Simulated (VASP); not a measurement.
# Si3N4 (P-43m) in VASP: notebook

The runs below take Si3N4 through relaxation of cell and atoms, single point, with LDA, r2SCAN, PBEsol, PBE.

Everything below comes from runs of VASP 6.6.1. Logs are shortened: lines on timing, memory, paths and dates and some standing lists are left out, and cuts for length are marked.

## (1) The cell of the first run

The structure is cubic, space group P-43m (No. 215). Conventional cell: a = 4.131 Å, b = 4.131 Å, c = 4.131 Å, α = 90.00°, β = 90.00°, γ = 90.00°. Si (site symmetry -42m) has 4 N at 1.77 Å within 2.3 Å. Within 2.3 Å of N (site symmetry 3m) lie 3 Si at 1.77 Å.

## (2) Relaxation of cell and atoms, LDA

Input file INCAR:

```
SYSTEM = Si3N4
PREC = Accurate
ENCUT = 600
EDIFF = 1E-6
ISMEAR = -1
SIGMA = 0.05
LREAL = .FALSE.
LASPH = .TRUE.
NELM = 80
ALGO = Normal
ISIF = 3
LWAVE = .FALSE.
LCHARG = .FALSE.
IBRION = 2
NSW = 60
EDIFFG = -0.01
```

Input file KPOINTS:

```
Automatic mesh
0
G
  7 7 7
  0 0 0
```

Input file POSCAR:

```
Si3N4
1.0
    4.1307800000      0.0000000000      0.0000000000
    0.0000000000      4.1307800000      0.0000000000
    0.0000000000      0.0000000000      4.1307800000
Si N
3 4
Direct
    0.0000000000      0.0000000000      0.5000000000
    0.5000000000      0.0000000000      0.0000000000
    0.0000000000      0.5000000000      0.0000000000
    0.2395200000      0.2395200000      0.7604800000
    0.7604800000      0.7604800000      0.7604800000
    0.2395200000      0.7604800000      0.2395200000
    0.7604800000      0.2395200000      0.2395200000
```

Potentials or basis: VASP PAW LDA potentials, release 64 (Si, N).

Command:

```
> cat potpaw_LDA.64/Si/POTCAR potpaw_LDA.64/N/POTCAR > POTCAR
> mpirun -np 1 vasp_std > vasp.out
```

OUTCAR:

```text
SYSTEM = Si3N4
   PREC = Accurate
   ENCUT = 600
   EDIFF = 1E-6
   ISMEAR = -1
   LREAL = .FALSE.
   LASPH = .TRUE.
   NELM = 80
   ISIF = 3
   IBRION = 2
   NSW = 60
   EDIFFG = -0.01

 ion  position               nearest neighbor table
   1  0.000  0.000  0.500-   4 1.77   5 1.77   6 1.77   7 1.77   2 2.92   3 2.92   2 2.92   3 2.92
                             3 2.92   3 2.92   2 2.92   2 2.92
   2  0.500  0.000  0.000-   4 1.77   5 1.77   6 1.77   7 1.77   1 2.92   3 2.92   1 2.92   3 2.92
                             1 2.92   3 2.92   1 2.92   3 2.92
   3  0.000  0.500  0.000-   4 1.77   5 1.77   6 1.77   7 1.77   1 2.92   2 2.92   1 2.92   1 2.92
                             2 2.92   1 2.92   2 2.92   2 2.92
   4  0.240  0.240  0.760-   1 1.77   2 1.77   3 1.77
   5  0.760  0.760  0.760-   1 1.77   2 1.77   3 1.77
   6  0.240  0.760  0.240-   1 1.77   2 1.77   3 1.77
   7  0.760  0.240  0.240-   1 1.77   2 1.77   3 1.77

  LATTYP: Found a simple cubic cell.
 ALAT       =     4.1307800000

  Lattice vectors:

 A1 = (   4.1307800000,   0.0000000000,   0.0000000000)
 A2 = (   0.0000000000,   4.1307800000,   0.0000000000)
 A3 = (   0.0000000000,   0.0000000000,   4.1307800000)

Analysis of symmetry for initial positions (statically):
=====================================================================
 Subroutine PRICEL returns:
 Original cell was already a primitive cell.

 Routine SETGRP: Setting up the symmetry group for a
 simple cubic supercell.

 Subroutine GETGRP returns: Found 24 space group operations
 (whereof 24 operations were pure point group operations)
 out of a pool of 48 trial point group operations.

The static configuration has the point symmetry T_d .

Analysis of symmetry for dynamics (positions and initial velocities):
=====================================================================
 Subroutine PRICEL returns:
 Original cell was already a primitive cell.

 Routine SETGRP: Setting up the symmetry group for a
 simple cubic supercell.

 Subroutine GETGRP returns: Found 24 space group operations
 (whereof 24 operations were pure point group operations)
 out of a pool of 48 trial point group operations.

The dynamic configuration has the point symmetry T_d .

 Subroutine INISYM returns: Found 24 space group operations
 (whereof 24 operations are pure point group operations),
 and found     1 'primitive' translations

----------------------------------------------------------------------------------------
[... 87 lines left out ...]
   NGXF,Y,Z  is equivalent  to a cutoff of  28.98, 28.98, 28.98 a.u.
 SYSTEM =  Si3N4
   PREC   = accura    normal or accurate (medium, high low for compatibility)
   ISTART =      0    job   : 0-new  1-cont  2-samecut
   ICHARG =      2    charge: 1-file 2-atom 10-const
   ISPIN  =      1    spin polarized calculation?
   LNONCOLLINEAR =      F non collinear calculations
   LSORBIT =      F    spin-orbit coupling
   LASPH  =      T    aspherical Exc in radial PAW
   ENCUT  =  600.0 eV  44.10 Ry    6.64 a.u.   8.25  8.25  8.25*2*pi/ulx,y,z
   NELM   =     80;   NELMIN=  2; NELMDL= -5     # of ELM steps
   EDIFF  = 0.1E-05   stopping-criterion for ELM
   LREAL  =      F    real-space projection
   EDIFFG = -.1E-01   stopping-criterion for IOM
   NSW    =     60    number of steps for IOM
   IBRION =      2    ionic relax: 0-MD 1-quasi-New 2-CG
   NFREE  =      1    steps in history (QN), initial steepest desc. (CG)
   ISIF   =      3    stress and relaxation
   ISYM   =      2    0-nonsym 1-usesym 2-fastsym
   POTIM  = 0.5000    time-step for ionic-motion
   TEBEG  =    0.0;   TEEND  =   0.0 temperature during run
   PSTRESS=    0.0 pullay stress
   NELECT =      32.0000    total number of electrons
   NUPDOWN=      -1.0000    fix difference up-down
   EMIN   =  10.00;   EMAX   =-10.00  energy-range for DOS
   EFERMI =   0.00;   METHOD = LEGACY
   ISMEAR =    -1;   SIGMA  =   0.05  broadening in eV -4-tet -1-fermi 0-gaus
   EFERMI_NEDOS =   21; number of points for ismear=-14 and -15
   IALGO  =     38    algorithm
   IMIX   =      4    mixing-type and parameters
     AMIX     =   0.40;   BMIX     =  1.00
     AMIX_MAG =   1.60;   BMIX_MAG =  1.00
  volume/ion in A,a.u.               =      10.07        67.95
  Fermi-wavevector in a.u.,A,eV,Ry     =   1.258228  2.377707 21.539904  1.583138
  Thomas-Fermi vector in A             =   2.391848
   LORBIT       =      0    0 simple, 1 ext, 2 COOP (PROOUT), +10 PAW based schemes
   GGA     = CA    functional components
   LHFCALC =     F    Hartree Fock is set to
   AEXX    =    0.0000 exact exchange contribution
   IVDW    =     0    specifies the selected vdW correction
   LEPSILON=     F    determine dielectric tensor
   LRPA    =     F    only Hartree local field effects (RPA)
 conjugate gradient relaxation of ions
 non-spin polarized calculation
  energy-cutoff  :      600.00
  volume of cell :       70.48
 maximum number of plane-waves:      2373
 NGX is ok and might be reduce to    36
   NGX = 17   NGY = 17   NGZ = 17

--------------------------------------- Ionic step        1  -------------------------------------------

 number of electron      31.9999999 magnetization

 Free energy of the ion-electron system (eV)
  ---------------------------------------------------
  ext. energy  EPLUGINS =         0.00000000
  ---------------------------------------------------
  free energy    TOTEN  =       -61.49774919 eV

  energy without entropy =      -61.49774919  energy(sigma->0) =      -61.49774919

------------------------ aborting loop because EDIFF is reached ----------------------------------------

  FORCE on cell =-STRESS in cart. coord.  units (eV):
  Direction    XX          YY          ZZ          XY          YZ          ZX
  --------------------------------------------------------------------------------------
  -------------------------------------------------------------------------------------
  Total       -3.9260872     -3.9260872     -3.9260872      0.0000000      0.0000000     -0.0000000
  in kB      -89.2430329    -89.2430329    -89.2430329      0.0000000      0.0000000     -0.0000000
  external PRESSURE =     -89.2430329 kB  Pullay stress =       0.0000000 kB
[... 192 lines left out ...]
--------------------------------------- Ionic step        6  -------------------------------------------

 number of electron      32.0000000 magnetization

 Free energy of the ion-electron system (eV)
  ---------------------------------------------------
  ext. energy  EPLUGINS =         0.00000000
  ---------------------------------------------------
  free energy    TOTEN  =       -61.57087817 eV

  energy without entropy =      -61.57087817  energy(sigma->0) =      -61.57087817

 E-fermi :   8.1444     XC(G=0): -11.6551

 val. band max:        7.0687053844   @ k =   0.4286   0.4286   0.4286
 cond. band min:       9.7183469461   @ k =   0.0000   0.0000   0.0000
 fundamental gap:      2.6496415617
 Fermi energy:         8.1444296015

 k-point     1 :       0.0000    0.0000    0.0000
  band No.  band energies     occupation
      1     -11.0494      2.00000
      2      -6.9005      2.00000
      3      -6.9005      2.00000
      4      -6.9005      2.00000
      5      -1.6825      2.00000
      6      -1.6825      2.00000
[... 483 lines left out ...]
  FREE ENERGIE OF THE ION-ELECTRON SYSTEM (eV)
  ---------------------------------------------------
  free  energy   TOTEN  =       -61.5708781661 eV

  energy  without entropy=      -61.5708781660  energy(sigma->0) =      -61.57087817

 reached required accuracy - stopping structural energy minimisation
```

It took 58 s on 1 thread of AMD EPYC 9R45 (Zen 5), shared host; peak memory 0.15 GiB.

Results:

```
Free energy                            : -61.5709 eV
Relaxed volume                         : 9.70 Å³/atom
Relaxed cell                           : a = 4.079 Å, b = 4.079 Å, c = 4.079 Å, α = 90.00°, β = 90.00°, γ = 90.00°
Space group after relaxing (to 0.05 Å) : P-43m (No. 215)
Energy gained by relaxing              : 10.4 meV/atom
Ionic steps                            : 6
Pressure after relaxing                : 0.0 GPa
Largest force after relaxing           : 0.003 eV/Å
Band gap on the k mesh                 : 2.65 eV, indirect (least direct gap 2.84 eV)
```

Forces on the atoms (eV/Å):
```
Si   0.000  0.000  0.000
Si   0.000  0.000  0.000
Si   0.000  0.000  0.000
N    0.002  0.002 -0.002
N   -0.002 -0.002 -0.002
N    0.002 -0.002  0.002
N   -0.002  0.002  0.002
```

Step by step:
```csv
step,energy change (eV),largest force (eV/Å),pressure (GPa),volume (Å³)
1,0.0000,0.2956,-8.92,70.48
2,0.0820,0.8158,14.54,64.92
3,-0.0711,0.1210,-0.34,68.16
4,-0.0711,0.1299,-0.15,68.11
5,-0.0730,0.0392,0.00,67.95
6,-0.0731,0.0032,0.05,67.89
```

Final structure:
```yaml
crystal:
  lattice:
    - [4.07938, 0.00000, 0.00000]
    - [0.00000, 4.07938, 0.00000]
    - [0.00000, 0.00000, 4.07938]
  atoms:
    - { symbol: Si, position: [0.00000, 0.00000, 0.50000] }
    - { symbol: Si, position: [0.50000, 0.00000, 0.00000] }
    - { symbol: Si, position: [0.00000, 0.50000, 0.00000] }
    - { symbol: N, position: [0.23977, 0.23977, 0.76023] }
    - { symbol: N, position: [0.76023, 0.76023, 0.76023] }
    - { symbol: N, position: [0.23977, 0.76023, 0.23977] }
    - { symbol: N, position: [0.76023, 0.23977, 0.23977] }
```

Levels at points of the mesh, in eV from the valence-band top:
```csv
k point,band 13,band 14,band 15,band 16,band 17,band 18,band 19,band 20
"(0.00, 0.00, 0.00)",-3.38,-0.19,-0.19,-0.19,2.65,2.65,2.65,4.69
```

A k mesh can miss the band edges. LDA gaps usually lie below the measured ones, often by a third to a half.

## (3) Relaxation of cell and atoms, r2SCAN

POSCAR is that of step 2.

Input file INCAR.step1:

```
PREC = Accurate
ENCUT = 600
ISMEAR = -1
SIGMA = 0.05
LREAL = False
LASPH = True
NELM = 80
GGA = PE
ALGO = Normal
EDIFF = 1E-4
LWAVE = True
LCHARG = False
```

Input file INCAR.step2:

```
PREC = Accurate
ENCUT = 600
EDIFF = 1E-7
ISMEAR = -1
SIGMA = 0.05
LREAL = False
LASPH = True
NELM = 80
ALGO = Normal
ISIF = 3
LWAVE = False
LCHARG = False
METAGGA = R2SCAN
LMIXTAU = True
IBRION = 2
NSW = 60
EDIFFG = -0.01
ISTART = 1
```

Input file KPOINTS:

```
Automatic mesh
0
Gamma
  7 7 7
```

Potentials or basis: VASP PAW PBE potentials, release 64 (Si, N).

Command:

```
> cat potpaw_PBE.64/Si/POTCAR potpaw_PBE.64/N/POTCAR > POTCAR
> cp INCAR.step1 INCAR
> mpirun -np 1 vasp_std > vasp.out
> cp INCAR.step2 INCAR
> mpirun -np 1 vasp_std > vasp.out
```

OUTCAR:

```text
PREC = Accurate
   ENCUT = 600
   EDIFF = 1E-7
   ISMEAR = -1
   LREAL = False
   LASPH = True
   NELM = 80
   ISIF = 3
   METAGGA = R2SCAN
   IBRION = 2
   NSW = 60
   EDIFFG = -0.01
   ISTART = 1

 ion  position               nearest neighbor table
   1  0.000  0.000  0.500-   4 1.77   5 1.77   6 1.77   7 1.77   2 2.92   3 2.92   2 2.92   3 2.92
                             3 2.92   3 2.92   2 2.92   2 2.92
   2  0.500  0.000  0.000-   4 1.77   5 1.77   6 1.77   7 1.77   1 2.92   3 2.92   1 2.92   3 2.92
                             1 2.92   3 2.92   1 2.92   3 2.92
   3  0.000  0.500  0.000-   4 1.77   5 1.77   6 1.77   7 1.77   1 2.92   2 2.92   1 2.92   1 2.92
                             2 2.92   1 2.92   2 2.92   2 2.92
   4  0.240  0.240  0.760-   1 1.77   2 1.77   3 1.77
   5  0.760  0.760  0.760-   1 1.77   2 1.77   3 1.77
   6  0.240  0.760  0.240-   1 1.77   2 1.77   3 1.77
   7  0.760  0.240  0.240-   1 1.77   2 1.77   3 1.77

  LATTYP: Found a simple cubic cell.
 ALAT       =     4.1307800000

  Lattice vectors:

 A1 = (   4.1307800000,   0.0000000000,   0.0000000000)
 A2 = (   0.0000000000,   4.1307800000,   0.0000000000)
 A3 = (   0.0000000000,   0.0000000000,   4.1307800000)

Analysis of symmetry for initial positions (statically):
=====================================================================
 Subroutine PRICEL returns:
 Original cell was already a primitive cell.

 Routine SETGRP: Setting up the symmetry group for a
 simple cubic supercell.

 Subroutine GETGRP returns: Found 24 space group operations
 (whereof 24 operations were pure point group operations)
 out of a pool of 48 trial point group operations.

The static configuration has the point symmetry T_d .

Analysis of symmetry for dynamics (positions and initial velocities):
=====================================================================
 Subroutine PRICEL returns:
 Original cell was already a primitive cell.

 Routine SETGRP: Setting up the symmetry group for a
 simple cubic supercell.

 Subroutine GETGRP returns: Found 24 space group operations
 (whereof 24 operations were pure point group operations)
 out of a pool of 48 trial point group operations.

The dynamic configuration has the point symmetry T_d .
[... 116 lines left out ...]
   NUPDOWN=      -1.0000    fix difference up-down
   EMIN   =  10.00;   EMAX   =-10.00  energy-range for DOS
   EFERMI =   0.00;   METHOD = LEGACY
   ISMEAR =    -1;   SIGMA  =   0.05  broadening in eV -4-tet -1-fermi 0-gaus
   EFERMI_NEDOS =   21; number of points for ismear=-14 and -15
   IALGO  =     38    algorithm
   IMIX   =      4    mixing-type and parameters
     AMIX     =   0.40;   BMIX     =  1.00
     AMIX_MAG =   1.60;   BMIX_MAG =  1.00
  volume/ion in A,a.u.               =      10.07        67.95
  Fermi-wavevector in a.u.,A,eV,Ry     =   1.258228  2.377707 21.539904  1.583138
  Thomas-Fermi vector in A             =   2.391848
   LORBIT       =      0    0 simple, 1 ext, 2 COOP (PROOUT), +10 PAW based schemes
   METAGGA = R2SCAN    functional components
   LHFCALC =     F    Hartree Fock is set to
   AEXX    =    0.0000 exact exchange contribution
   IVDW    =     0    specifies the selected vdW correction
   LEPSILON=     F    determine dielectric tensor
   LRPA    =     F    only Hartree local field effects (RPA)
 conjugate gradient relaxation of ions
 non-spin polarized calculation
  energy-cutoff  :      600.00
  volume of cell :       70.48
 maximum number of plane-waves:      2373
 NGX is ok and might be reduce to    36
   NGX = 17   NGY = 17   NGZ = 17

--------------------------------------- Ionic step        1  -------------------------------------------

 number of electron      31.9999999 magnetization

 Free energy of the ion-electron system (eV)
  ---------------------------------------------------
  ext. energy  EPLUGINS =         0.00000000
  ---------------------------------------------------
  free energy    TOTEN  =       -70.24148596 eV

  energy without entropy =      -70.24148596  energy(sigma->0) =      -70.24148596

------------------------ aborting loop because EDIFF is reached ----------------------------------------

  FORCE on cell =-STRESS in cart. coord.  units (eV):
  Direction    XX          YY          ZZ          XY          YZ          ZX
  --------------------------------------------------------------------------------------
  -------------------------------------------------------------------------------------
  Total       -2.5286996     -2.5286996     -2.5286996      0.0000000      0.0000000     -0.0000000
  in kB      -57.4793213    -57.4793213    -57.4793213      0.0000000      0.0000000     -0.0000000
  external PRESSURE =     -57.4793213 kB  Pullay stress =       0.0000000 kB
[... 69 lines left out ...]
--------------------------------------- Ionic step        3  -------------------------------------------

 number of electron      32.0000001 magnetization

 Free energy of the ion-electron system (eV)
  ---------------------------------------------------
  ext. energy  EPLUGINS =         0.00000000
  ---------------------------------------------------
  free energy    TOTEN  =       -70.27149723 eV

  energy without entropy =      -70.27149723  energy(sigma->0) =      -70.27149723

 E-fermi :   7.8994     XC(G=0): -11.7934

 val. band max:        6.7668741076   @ k =   0.4286   0.4286   0.4286
 cond. band min:      10.1047772296   @ k =   0.0000   0.0000   0.0000
 fundamental gap:      3.3379031220
 Fermi energy:         7.8994415391

 k-point     1 :       0.0000    0.0000    0.0000
  band No.  band energies     occupation
      1     -12.2345      2.00000
      2      -8.2668      2.00000
      3      -8.2668      2.00000
      4      -8.2668      2.00000
      5      -2.0859      2.00000
      6      -2.0859      2.00000
[... 483 lines left out ...]
  FREE ENERGIE OF THE ION-ELECTRON SYSTEM (eV)
  ---------------------------------------------------
  free  energy   TOTEN  =       -70.2714972318 eV

  energy  without entropy=      -70.2714972317  energy(sigma->0) =      -70.27149723

 reached required accuracy - stopping structural energy minimisation
```

OUTCAR.step1:

```text
PREC = Accurate
   ENCUT = 600
   ISMEAR = -1
   LREAL = False
   LASPH = True
   NELM = 80
[... 695 lines left out ...]
      3.14138      3.14138      3.14138         0.008981      0.008981      0.008981
      0.98940      3.14138      0.98940        -0.008981      0.008981     -0.008981
      3.14138      0.98940      0.98940         0.008981     -0.008981     -0.008981
 -----------------------------------------------------------------------------------
    total drift:                                0.000000      0.000000      0.000000

  FREE ENERGIE OF THE ION-ELECTRON SYSTEM (eV)
  ---------------------------------------------------
  free  energy   TOTEN  =       -55.5583332654 eV

  energy  without entropy=      -55.5583332653  energy(sigma->0) =      -55.55833327
```

Run time: 3.6 min. Hardware: 1 thread of AMD EPYC 9R45 (Zen 5), shared host; peak memory 0.2 GiB.

Results:

* Free energy: -70.2715 eV
* Relaxed volume: 9.86 Å³/atom
* Relaxed cell: a = 4.102 Å, b = 4.102 Å, c = 4.102 Å, α = 90.00°, β = 90.00°, γ = 90.00°
* Space group after relaxing (to 0.05 Å): P-43m (No. 215)
* Energy gained by relaxing: 4.3 meV/atom
* Ionic steps: 3
* Pressure after relaxing: -0.1 GPa
* Largest force after relaxing: 0.009 eV/Å
* Band gap on the k mesh: 3.34 eV, indirect (least direct gap 3.52 eV)

Forces on the atoms (eV/Å):
```
Si   0.000  0.000  0.000
Si   0.000  0.000  0.000
Si   0.000  0.000  0.000
N    0.005  0.005 -0.005
N   -0.005 -0.005 -0.005
N    0.005 -0.005  0.005
N   -0.005  0.005  0.005
```

The path:
| step | energy change (eV) | largest force (eV/Å) | pressure (GPa) | volume (Å³) |
| --- | --- | --- | --- | --- |
| 1 | 0.0000 | 0.2969 | -5.75 | 70.48 |
| 2 | 0.0423 | 0.5271 | 9.68 | 66.86 |
| 3 | -0.0300 | 0.0089 | -0.10 | 69.04 |

Final structure:
```yaml
crystal:
  lattice:
    - [4.10229, 0.00000, 0.00000]
    - [0.00000, 4.10229, 0.00000]
    - [0.00000, 0.00000, 4.10229]
  atoms:
    - { symbol: Si, position: [0.00000, 0.00000, 0.50000] }
    - { symbol: Si, position: [0.50000, 0.00000, 0.00000] }
    - { symbol: Si, position: [0.00000, 0.50000, 0.00000] }
    - { symbol: N, position: [0.23875, 0.23875, 0.76125] }
    - { symbol: N, position: [0.76125, 0.76125, 0.76125] }
    - { symbol: N, position: [0.23875, 0.76125, 0.23875] }
    - { symbol: N, position: [0.76125, 0.23875, 0.23875] }
```

Caveat: the PAW data sets were made with another functional, which shifts forces and pressure a little. A k mesh can miss the band edges.

(Part 1 of 2 ends here.)
